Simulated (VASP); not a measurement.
A run of VASP 6.6.1:

File INCAR:

```
ALGO     = Normal         # electronic algorithm
EDIFF    = 1E-6           # SCF threshold, eV
EDIFFG   = -0.01          # ionic threshold
ENCUT    = 600            # plane-wave cutoff, eV
GGA      = PE             # functional
IBRION   = 2              # ionic algorithm
ISIF     = 3              # what is computed and relaxed
ISMEAR   = -1             # smearing method
LASPH    = True           # aspherical terms in the spheres
LCHARG   = False          # write CHGCAR
LREAL    = False          # projectors in reciprocal space
LWAVE    = False          # write WAVECAR
NELM     = 80             # most SCF steps
NSW      = 80             # ionic steps
PREC     = Accurate       # precision mode
SIGMA    = 0.1            # smearing width, eV
```

The input KPOINTS:

```
k-points
0
Gamma
  5 5 5
```

Contents of POSCAR:

```
Ta
1.0
    5.2476303976      0.0000000000      0.0000000000
    0.0000000000      5.2476303976      0.0000000000
    0.0000000000      0.0000000000      5.2476303976
Ta
8
Direct
    0.0000000000      0.0000000000      0.0000000000
    0.5000000000      0.5000000000      0.5000000000
    0.2500000000      0.0000000000      0.5000000000
    0.7500000000      0.0000000000      0.5000000000
    0.5000000000      0.2500000000      0.0000000000
    0.5000000000      0.7500000000      0.0000000000
    0.0000000000      0.5000000000      0.2500000000
    0.0000000000      0.5000000000      0.7500000000
```

Potentials or basis: VASP PAW PBE potentials, release 64 (Ta_pv).

Launch:

```console
$ cat potpaw_PBE.64/Ta_pv/POTCAR > POTCAR
$ mpirun -np 1 vasp_std > vasp.out
```

Hardware: 1 thread of Intel Xeon 8259CL, on a shared host.

Task: How long does it take, and how much memory?

Result: Run time: 6.9 min on 1 thread of Intel Xeon 8259CL (shared host), peak memory 0.3 GiB. Counts: scf iterations 40, k points 10, ion steps 4.
